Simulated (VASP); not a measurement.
# Bi (P6_3/mmc) in VASP: notebook

Runs on Bi. Level: r2SCAN. Tasks: single point.

Program: VASP 6.6.1. These are calculated values, not measurements. Logs are shortened: lines on timing, memory, paths and dates and some standing lists are left out, and cuts for length are marked.

## Step 1: The cell of the first run

The structure is hexagonal, space group P6_3/mmc (No. 194). The conventional cell has a = 4.675 Å, b = 4.675 Å, c = 11.652 Å, α = 90.00°, β = 90.00°, γ = 120.00°.

This isn't the form of Bi at room conditions, which is rhombohedral.

## Step 2: Single point, r2SCAN (strain +0.030 along x and y, -0.015 along z)

File POSCAR:

```
Bi
1.0
    4.6751703087      0.0000000000      0.0000000000
   -2.3375851544      4.0488162543      0.0000000000
    0.0000000000      0.0000000000     11.6515650000
Bi
2
Direct
    0.3333333333      0.6666666667      0.2500000000
    0.6666666667      0.3333333333      0.7500000000
```

File INCAR.step1:

```
PREC = Accurate ; ENCUT = 520
ISMEAR = 0 ; SIGMA = 0.15
LREAL = F ; LASPH = T
NELM = 60 ; NBANDS = 22
GGA = PE ; ALGO = Normal
EDIFF = 1E-4 ; LWAVE = T
LCHARG = F
```

File INCAR.step2:

```
PREC = Accurate ; ENCUT = 520
EDIFF = 1E-7 ; ISMEAR = 0
SIGMA = 0.15 ; LREAL = F
LASPH = T ; NELM = 60
ALGO = Normal ; ISIF = 2
LWAVE = F ; LCHARG = F
METAGGA = R2SCAN ; LMIXTAU = T
NBANDS = 22 ; ISTART = 1
```

File KPOINTS:

```
regular mesh
0
Gamma
  12 12 4
```

Potentials or basis: VASP PAW PBE potentials, release 64 (Bi_d).

Run with:

```console
cat potpaw_PBE.64/Bi_d/POTCAR > POTCAR
cp INCAR.step1 INCAR
mpirun -np 1 vasp_std > vasp.out
cp INCAR.step2 INCAR
mpirun -np 1 vasp_std > vasp.out
```

OUTCAR:

```text
PREC = Accurate
   ENCUT = 520
   EDIFF = 1E-7
   ISMEAR = 0
   LREAL = F
   LASPH = T
   NELM = 60
   ISIF = 2
   METAGGA = R2SCAN
   ISTART = 1

 ion  position               nearest neighbor table
   1  0.333  0.667  0.250-
   2  0.667  0.333  0.750-

  LATTYP: Found a hexagonal cell.
 ALAT       =     4.6751703087
 C/A-ratio  =     2.4922225781

  Lattice vectors:

 A1 = (   4.6751703087,   0.0000000000,   0.0000000000)
 A2 = (  -2.3375851544,   4.0488162543,   0.0000000000)
 A3 = (   0.0000000000,   0.0000000000,  11.6515650000)

Analysis of symmetry for initial positions (statically):
=====================================================================
 Subroutine PRICEL returns:
 Original cell was already a primitive cell.

 Routine SETGRP: Setting up the symmetry group for a
 hexagonal supercell.

 Subroutine GETGRP returns: Found 24 space group operations
 (whereof 12 operations were pure point group operations)
 out of a pool of 24 trial point group operations.

The static configuration has the point symmetry D_3d.
 The point group associated with its full space group is D_6h.

Analysis of symmetry for dynamics (positions and initial velocities):
=====================================================================
 Subroutine PRICEL returns:
 Original cell was already a primitive cell.

 Routine SETGRP: Setting up the symmetry group for a
 hexagonal supercell.

 Subroutine GETGRP returns: Found 24 space group operations
 (whereof 12 operations were pure point group operations)
 out of a pool of 24 trial point group operations.

The dynamic configuration has the point symmetry D_3d.
 The point group associated with its full space group is D_6h.

 Subroutine INISYM returns: Found 24 space group operations
 (whereof 12 operations are pure point group operations),
 and found     1 'primitive' translations

----------------------------------------------------------------------------------------

                                     Primitive cell

  volume of cell :     220.5514

  direct lattice vectors                    reciprocal lattice vectors
[... 78 lines left out ...]
   PREC   = accura    normal or accurate (medium, high low for compatibility)
   ISTART =      1    job   : 0-new  1-cont  2-samecut
   ICHARG =      0    charge: 1-file 2-atom 10-const
   ISPIN  =      1    spin polarized calculation?
   LNONCOLLINEAR =      F non collinear calculations
   LSORBIT =      F    spin-orbit coupling
   LASPH  =      T    aspherical Exc in radial PAW
   ENCUT  =  520.0 eV  38.22 Ry    6.18 a.u.   8.69  8.69 21.66*2*pi/ulx,y,z
   NELM   =     60;   NELMIN=  2; NELMDL=  0     # of ELM steps
   EDIFF  = 0.1E-06   stopping-criterion for ELM
   LREAL  =      F    real-space projection
   EDIFFG = 0.1E-05   stopping-criterion for IOM
   NSW    =      0    number of steps for IOM
   IBRION =     -1    ionic relax: 0-MD 1-quasi-New 2-CG
   NFREE  =      0    steps in history (QN), initial steepest desc. (CG)
   ISIF   =      2    stress and relaxation
   ISYM   =      2    0-nonsym 1-usesym 2-fastsym
   POTIM  = 0.5000    time-step for ionic-motion
   TEBEG  =    0.0;   TEEND  =   0.0 temperature during run
   PSTRESS=    0.0 pullay stress
   NELECT =      30.0000    total number of electrons
   NUPDOWN=      -1.0000    fix difference up-down
   EMIN   =  10.00;   EMAX   =-10.00  energy-range for DOS
   EFERMI =   0.00;   METHOD = LEGACY
   ISMEAR =     0;   SIGMA  =   0.15  broadening in eV -4-tet -1-fermi 0-gaus
   EFERMI_NEDOS =   21; number of points for ismear=-14 and -15
   IALGO  =     38    algorithm
   IMIX   =      4    mixing-type and parameters
     AMIX     =   0.40;   BMIX     =  1.00
     AMIX_MAG =   1.60;   BMIX_MAG =  1.00
  volume/ion in A,a.u.               =     110.28       744.18
  Fermi-wavevector in a.u.,A,eV,Ry     =   0.841935  1.591027  9.644556  0.708855
  Thomas-Fermi vector in A             =   1.956560
   LORBIT       =      0    0 simple, 1 ext, 2 COOP (PROOUT), +10 PAW based schemes
   METAGGA = R2SCAN    functional components
   LHFCALC =     F    Hartree Fock is set to
   AEXX    =    0.0000 exact exchange contribution
   IVDW    =     0    specifies the selected vdW correction
   LEPSILON=     F    determine dielectric tensor
   LRPA    =     F    only Hartree local field effects (RPA)
 non-spin polarized calculation
 Gauss-broadening in eV      SIGMA  =   0.15
  energy-cutoff  :      520.00
  volume of cell :      220.55
 maximum number of plane-waves:      5962
 NGX is ok and might be reduce to    36
   NGX = 17   NGY = 17   NGZ = 43

 number of electron      30.0000002 magnetization

 Free energy of the ion-electron system (eV)
  ---------------------------------------------------
  ext. energy  EPLUGINS =         0.00000000
  ---------------------------------------------------
  free energy    TOTEN  =      -111.52015924 eV

  energy without entropy =     -111.41581537  energy(sigma->0) =     -111.46798730

 E-fermi :  -1.3858     XC(G=0):  -5.5270

 val. band max:       -1.3878384384   @ k =   0.2500   0.0833   0.2500
 cond. band min:      -1.3850306481   @ k =   0.3333   0.1667   0.0000
 fundamental gap:      0.0028077904
 Fermi energy:        -1.3858007882

 k-point     1 :       0.0000    0.0000    0.0000
  band No.  band energies     occupation
      1     -24.8837      2.00000
      2     -24.8837      2.00000
      3     -24.8837      2.00000
      4     -24.8837      2.00000
      5     -24.8514      2.00000
      6     -24.8514      2.00000
[... 589 lines left out ...]
     21       4.5764      0.00000
     22       4.8984      0.00000

 [... further k-points ...]

------------------------ aborting loop because EDIFF is reached ----------------------------------------

  FORCE on cell =-STRESS in cart. coord.  units (eV):
  Direction    XX          YY          ZZ          XY          YZ          ZX
  --------------------------------------------------------------------------------------
  -------------------------------------------------------------------------------------
  Total       -6.1710164     -6.1710164     -0.7437713      0.0000000     -0.0000000      0.0000000
  in kB      -44.8288417    -44.8288417     -5.4030657      0.0000000     -0.0000000      0.0000000
  external PRESSURE =     -31.6869163 kB  Pullay stress =       0.0000000 kB

 VOLUME and BASIS-vectors are now :
 -----------------------------------------------------------------------------
  energy-cutoff  :      520.00
  volume of cell :      220.55
      direct lattice vectors                 reciprocal lattice vectors
     4.675170309  0.000000000  0.000000000     0.213895951  0.123492885  0.000000000
    -2.337585154  4.048816254  0.000000000     0.000000000  0.246985770  0.000000000
     0.000000000  0.000000000 11.651565000     0.000000000  0.000000000  0.085825381

 POSITION                                       TOTAL-FORCE (eV/Angst)
 -----------------------------------------------------------------------------------
     -0.00000      2.69921      2.91289         0.000000     -0.000000     -0.000000
      2.33759      1.34961      8.73867        -0.000000      0.000000      0.000000
 -----------------------------------------------------------------------------------
    total drift:                               -0.000000      0.000000      0.000000

  FREE ENERGIE OF THE ION-ELECTRON SYSTEM (eV)
  ---------------------------------------------------
  free  energy   TOTEN  =      -111.5201592369 eV

  energy  without entropy=     -111.4158153663  energy(sigma->0) =     -111.46798730
```

Run time: 7.1 min. Hardware: 1 thread of Intel Xeon 6975P-C (Granite Rapids), shared host; peak memory 0.51 GiB.

What came out:

| Property | Result |
| --- | --- |
| Free energy | -111.5202 eV |
| Pressure | -3.2 GPa |
| Band gap on the k mesh | zero (bands 15 and 16 overlap by 1.93 eV) |

Stress tensor (GPa, compression positive):
```
-4.48  0.00  0.00
 0.00 -4.48  0.00
 0.00  0.00 -0.54
```

Caveat: the cell differs from its parent crystal (strain +0.030 along x and y, -0.015 along z); the cell stands under tension; the PAW data sets were made with another functional, which shifts forces and pressure a little; spin-orbit coupling is left out, which moves the levels of the heavy elements.

## Step 3: Single point, r2SCAN (strain +0.030 along x and y, +0.000 along z)

POSCAR: that of step 2 with these lines changed.

```diff
@@ -4,3 +4,3 @@
    -2.3375851544      4.0488162543      0.0000000000
-    0.0000000000      0.0000000000     11.6515650000
+    0.0000000000      0.0000000000     11.8290000000
 Bi
```

File INCAR.step1:

```
SYSTEM = Bi
PREC = Accurate ; ENCUT = 520
ISMEAR = 0 ; SIGMA = 0.15
LREAL = .False. ; LASPH = .True.
NELM = 100 ; NBANDS = 22
GGA = PE ; ALGO = Normal
EDIFF = 1E-4 ; LWAVE = .True.
LCHARG = .False.
```

File INCAR.step2:

```
SYSTEM = Bi
PREC = Accurate ; ENCUT = 520
EDIFF = 1E-7 ; ISMEAR = 0
SIGMA = 0.15 ; LREAL = .False.
LASPH = .True. ; NELM = 100
ALGO = Normal ; ISIF = 2
LWAVE = .False. ; LCHARG = .False.
METAGGA = R2SCAN ; LMIXTAU = .True.
NBANDS = 22 ; ISTART = 1
```

File KPOINTS:

```
regular mesh
0
Gamma
  12 12 4
  0 0 0
```

Potentials or basis: VASP PAW PBE potentials, release 64 (Bi_d).

Run with:

```console
cat potpaw_PBE.64/Bi_d/POTCAR > POTCAR
cp INCAR.step1 INCAR
mpirun -np 1 vasp_std > vasp.out
cp INCAR.step2 INCAR
mpirun -np 1 vasp_std > vasp.out
```

It took 8.3 min on 1 thread of Intel Xeon 6975P-C (Granite Rapids), shared host; peak memory 0.51 GiB.

Results (log left out):

| Quantity | Value |
| --- | --- |
| Free energy | -111.5101 eV |
| Pressure | -3.1 GPa |
| Band gap on the k mesh | zero (bands 15 and 16 overlap by 1.93 eV) |

Stress tensor (GPa, compression positive):
```
-4.42  0.00  0.00
 0.00 -4.42  0.00
 0.00  0.00 -0.47
```

Levels at points of the mesh, in eV from the Fermi level:
| k point | band 11 | band 12 | band 13 | band 14 | band 15 | band 16 | band 17 | band 18 | band 19 | band 20 |
| --- | --- | --- | --- | --- | --- | --- | --- | --- | --- | --- |
| (0.00, 0.00, 0.00) | -10.64 | -10.63 | -0.78 | -0.27 | 1.25 | 1.25 | 1.26 | 1.26 | 3.32 | 4.89 |
| (0.50, 0.00, 0.00) | -10.35 | -10.34 | -1.30 | -1.26 | 0.03 | 0.18 | 0.62 | 0.66 | 5.09 | 5.27 |
| (0.00, 0.00, 0.50) | -10.63 | -10.63 | -0.55 | -0.55 | 1.26 | 1.26 | 1.26 | 1.26 | 4.07 | 4.07 |
| (0.50, 0.00, 0.50) | -10.35 | -10.35 | -1.28 | -1.28 | 0.11 | 0.11 | 0.64 | 0.64 | 4.99 | 4.99 |

Caveat: the cell differs from its parent crystal (strain +0.030 along x and y, +0.000 along z); the cell stands under tension; the PAW data sets were made with another functional, which shifts forces and pressure a little; spin-orbit coupling is left out, which moves the levels of the heavy elements.

## Step 4: Single point, r2SCAN (strain -0.015 along x and y, +0.000 along z)

File POSCAR:

```
Bi
1.0
    4.4709152952      0.0000000000      0.0000000000
   -2.2354576476      3.8719262238      0.0000000000
    0.0000000000      0.0000000000     11.8290000000
Bi
2
Direct
    0.3333333333      0.6666666667      0.2500000000
    0.6666666667      0.3333333333      0.7500000000
```

File INCAR.step1:

```
SYSTEM = Bi
ALGO     = Normal         ! electronic algorithm
EDIFF    = 1E-4           ! SCF threshold, eV
ENCUT    = 520            ! plane-wave cutoff, eV
GGA      = PE             ! functional
ISMEAR   = 0              ! smearing method
LASPH    = .TRUE.         ! aspherical terms in the spheres
LCHARG   = .FALSE.        ! write CHGCAR
LREAL    = .FALSE.        ! projectors in reciprocal space
LWAVE    = .TRUE.         ! write WAVECAR
NBANDS   = 22             ! bands
NELM     = 100            ! most SCF steps
PREC     = Accurate       ! precision mode
SIGMA    = 0.15           ! smearing width, eV
```

File INCAR.step2:

```
SYSTEM = Bi
ALGO     = Normal         ! electronic algorithm
EDIFF    = 1E-7           ! SCF threshold, eV
ENCUT    = 520            ! plane-wave cutoff, eV
ISIF     = 2              ! what is computed and relaxed
ISMEAR   = 0              ! smearing method
ISTART   = 1            
LASPH    = .TRUE.         ! aspherical terms in the spheres
LCHARG   = .TRUE.         ! write CHGCAR
LELF     = .TRUE.         ! ELF
LMIXTAU  = .TRUE.       
LREAL    = .FALSE.        ! projectors in reciprocal space
LVHAR    = .TRUE.       
LWAVE    = .FALSE.        ! write WAVECAR
METAGGA  = R2SCAN         ! meta-GGA
NBANDS   = 22             ! bands
NELM     = 100            ! most SCF steps
PREC     = Accurate       ! precision mode
SIGMA    = 0.15           ! smearing width, eV
```

File KPOINTS:

```
k-points
0
G
  12 12 4
  0 0 0
```

Run with:

```console
cat potpaw_PBE.64/Bi_d/POTCAR > POTCAR
cp INCAR.step1 INCAR
mpirun -np 1 vasp_std > vasp.out
cp INCAR.step2 INCAR
mpirun -np 1 vasp_std > vasp.out
```

It took 9.2 min on 1 thread of Intel Xeon 6975P-C (Granite Rapids), shared host; peak memory 0.49 GiB.

It converged, with:

* Free energy: -112.0866 eV
* Pressure: -3.7 GPa
* Band gap on the k mesh: zero (bands 15 and 16 overlap by 2.45 eV)

Stress tensor (GPa, compression positive):
```
-5.29  0.00  0.00
 0.00 -5.29  0.00
 0.00  0.00 -0.46
```

Levels at points of the mesh, in eV from the Fermi level:
| k point | band 12 | band 13 | band 14 | band 15 | band 16 | band 17 | band 18 | band 19 |
| --- | --- | --- | --- | --- | --- | --- | --- | --- |
| (0.00, 0.00, 0.00) | -10.74 | -0.94 | -0.42 | 1.60 | 1.60 | 1.62 | 1.62 | 3.35 |
| (0.50, 0.00, 0.00) | -10.32 | -1.58 | -1.54 | 0.06 | 0.21 | 0.80 | 0.83 | 5.08 |
| (0.00, 0.00, 0.50) | -10.75 | -0.71 | -0.71 | 1.61 | 1.61 | 1.61 | 1.61 | 4.18 |
| (0.50, 0.00, 0.50) | -10.32 | -1.56 | -1.56 | 0.14 | 0.14 | 0.82 | 0.82 | 5.04 |

Caveat: the cell differs from its parent crystal (strain -0.015 along x and y, +0.000 along z); the cell stands under tension; the PAW data sets were made with another functional, which shifts forces and pressure a little; spin-orbit coupling is left out, which moves the levels of the heavy elements.

## Step 5: Single point, r2SCAN (strain +0.000 along x and y, -0.015 along z)

File POSCAR:

```
Bi
1.0
    4.5390002997      0.0000000000      0.0000000000
   -2.2695001499      3.9308895673      0.0000000000
    0.0000000000      0.0000000000     11.6515650000
Bi
2
Direct
    0.3333333333      0.6666666667      0.2500000000
    0.6666666667      0.3333333333      0.7500000000
```

File INCAR.step1:

```
PREC = Accurate ; ENCUT = 520
ISMEAR = 0 ; SIGMA = 0.15
LREAL = F ; LASPH = T
NELM = 80 ; NBANDS = 22
GGA = PE ; ALGO = Normal
EDIFF = 1E-4 ; LWAVE = T
LCHARG = F
```

File INCAR.step2:

```
PREC = Accurate ; ENCUT = 520
EDIFF = 1E-6 ; ISMEAR = 0
SIGMA = 0.15 ; LREAL = F
LASPH = T ; NELM = 80
ALGO = Normal ; ISIF = 2
LWAVE = F ; LCHARG = F
METAGGA = R2SCAN ; LMIXTAU = T
NBANDS = 22 ; ISTART = 1
```

File KPOINTS:

```
regular mesh
0
Gamma
  12 12 4
```

Run with:

```console
cat potpaw_PBE.64/Bi_d/POTCAR > POTCAR
cp INCAR.step1 INCAR
mpirun -np 1 vasp_std > vasp.out
cp INCAR.step2 INCAR
mpirun -np 1 vasp_std > vasp.out
```

Run time: 7.9 min. Hardware: 1 thread of Intel Xeon 6975P-C (Granite Rapids), shared host; peak memory 0.49 GiB.

It converged, with:

| Quantity | Value |
| --- | --- |
| Free energy | -111.8952 eV |
| Pressure | -3.6 GPa |
| Band gap on the k mesh | zero (bands 15 and 16 overlap by 2.27 eV) |

Stress tensor (GPa, compression positive):
```
-5.07  0.00  0.00
 0.00 -5.07  0.00
 0.00  0.00 -0.54
```

Levels at points of the mesh, in eV from the Fermi level:
```tsv
k point	band 12	band 13	band 14	band 15	band 16	band 17	band 18	band 19
(0.00, 0.00, 0.00)	-10.70	-0.91	-0.34	1.47	1.47	1.49	1.49	3.34
(0.50, 0.00, 0.00)	-10.33	-1.48	-1.44	0.04	0.20	0.73	0.77	5.07
(0.00, 0.00, 0.50)	-10.71	-0.66	-0.66	1.48	1.48	1.48	1.48	4.17
(0.50, 0.00, 0.50)	-10.33	-1.46	-1.46	0.13	0.13	0.75	0.75	5.01
```

Caveat: the cell differs from its parent crystal (strain +0.000 along x and y, -0.015 along z); the cell stands under tension; the PAW data sets were made with another functional, which shifts forces and pressure a little; spin-orbit coupling is left out, which moves the levels of the heavy elements.

(Part 1 of 2 ends here.)
